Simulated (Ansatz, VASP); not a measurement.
**AlN: VASP beside Ansatz**

The input INCAR:

```
SYSTEM = AlN
PREC = Accurate
ENCUT = 520
EDIFF = 1E-6
ISMEAR = 0
SIGMA = 0.05
LREAL = .False.
LASPH = .True.
NELM = 100
ALGO = Normal
ISIF = 2
LWAVE = .False.
LCHARG = .False.
NBANDS = 16
```

The input KPOINTS:

```
Automatic mesh
0
Gamma
  9 9 6
  0 0 0
```

POSCAR

```
AlN
1.0
    3.2211525400      0.0000000000      0.0000000000
   -1.6105762700      2.7895999291      0.0000000000
    0.0000000000      0.0000000000      4.0322059422
Al N
2 2
Direct
    0.3333333333      0.6666666667      0.7609379390
    0.6666666667      0.3333333333      0.2609379390
    0.3333333333      0.6666666667      0.2289303619
    0.6666666667      0.3333333333      0.7289303619
```

Input for Ansatz:

```yaml
crystal:
  lattice:
    - [3.22115254, 0.0, 0.0]
    - [-1.61057627, 2.7895999291, 0.0]
    - [0.0, 0.0, 4.0322059422]
  atoms:
    - { symbol: Al, position: [0.3333333333, 0.6666666667, 0.760937939] }
    - { symbol: Al, position: [0.6666666667, 0.3333333333, 0.260937939] }
    - { symbol: "N", position: [0.3333333333, 0.6666666667, 0.2289303619] }
    - { symbol: "N", position: [0.6666666667, 0.3333333333, 0.7289303619] }
basis:
  ecutwfc: 520.0
kpoints:
  mp_grid: { grid: [9, 9, 6] }
hamiltonian:
  xc: lda
  pseudopotentials: { kind: paw, azcp: { folder: soft_1 } }
scf:
  occupations: { method: gaussian, width: 0.05 }
output:
  forces: true
  stress: true
  eigenvalues: true
```

Change from the starting cell: mode 4 frozen in at -0.086 Å, equal normal strain along x, y and z -0.0167.

Alike in both runs: task single point; functional LDA; k mesh 9 × 9 × 6; occupations gaussian, width 0.05 eV; no spin polarisation.

|  | VASP | Ansatz |
| --- | --- | --- |
| version | VASP 6.6.1 | Ansatz 0.2.0 |
| potentials or method | VASP PAW LDA potentials, release 64 (Al, N), cutoff 520 eV | scalar-relativistic, plane waves, PAW |
| valence electrons in the cell | 16 | 16 |

VASP gave:

```
gap on the k mesh at the Fermi level (eV)                     : 4.07
least direct gap on the mesh (eV)                             : 4.07
pressure (GPa)                                                : 15.5
traceless stress, the component that is largest in VASP (GPa) : 5.75
rms of the force components (eV/Å)                            : 0.411
```

Problem. What did Ansatz give for the same quantities?

Solution. gap on the k mesh at the Fermi level (eV): 4.06; least direct gap on the mesh (eV): 4.06; pressure (GPa): 14.7; traceless stress, the component that is largest in VASP (GPa): 5.78; rms of the force components (eV/Å): 0.396.

Ansatz warns that its potentials were made for another functional, while VASP's fit it. LDA's correlation is that of Perdew and Zunger in VASP and of Perdew and Wang (1992) in Ansatz. Atom by atom the forces differ by 0.015 eV/Å (rms over components).
